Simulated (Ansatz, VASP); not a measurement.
**Two plane-wave programs on LiCl**

```
Li Cl
1.0
     0.00000    2.56476    2.56476
     2.51346    0.00000    2.56476
     2.51346    2.56476    0.00000
Li Cl
1 1
Direct
  0.00000 0.00000 0.00000
  0.50000 0.50000 0.50000
```

Change from the starting cell: strain -0.0200 x Voigt [1, 0, 0, 0, 0, 0], atoms carried along.

Alike in both runs: task single point; functional r2SCAN; k mesh 8 × 8 × 8; occupations gaussian, width 0.05 eV; no spin polarisation.

|  | VASP | Ansatz |
| --- | --- | --- |
| version | VASP 6.6.1 | Ansatz 0.2.0 |
| potentials or method | VASP PAW PBE potentials, release 64 (Li_sv, Cl), cutoff 520 eV | scalar-relativistic, plane waves, PAW |
| valence electrons in the cell | 10 | 10 |

Ansatz gave:

* gap on the k mesh at the Fermi level (eV): 7.33
* least direct gap on the mesh (eV): 7.33

Question: Estimate VASP's values.

Answer: gap on the k mesh at the Fermi level (eV): 7.41; least direct gap on the mesh (eV): 7.41.

VASP's potentials were made for PBE, not for r2SCAN.

Noted on VASP's run: the cutoff is short for stress, so the pressure is rough.
